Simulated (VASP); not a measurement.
KI:

```
K I
1.0
     0.00000    3.96589    3.96589
     3.96589    0.00000    3.96589
     3.96589    3.96589    0.00000
K I
1 1
Cartesian
  0.0000 0.0000 0.0000
  1.9829 1.9829 1.9829
```

Base run:

| Quantity | Value |
| --- | --- |
| Program | VASP 6.6.1 |
| Functional | r2SCAN0 |
| Potentials or basis | VASP PAW PBE potentials, release 64 (K_sv, I) |
| Cutoff | 520 eV |
| k mesh | 4 × 4 × 4 |
| Occupations | gaussian, width 0.01 eV |
| Spin | no spin polarisation |

Its results: band gap on the k mesh 5.85 eV; pressure -0.1 GPa.

Question: The run is repeated on the same cell with these changes: functional from r2SCAN0 to PBE0. What comes out?

Answer: Band gap on the k mesh 5.60 eV; pressure 0.1 GPa.

Caveats: the PAW data sets were made with another functional, which shifts forces and pressure a little; spin-orbit coupling is left out, which moves the levels of the heavy elements.

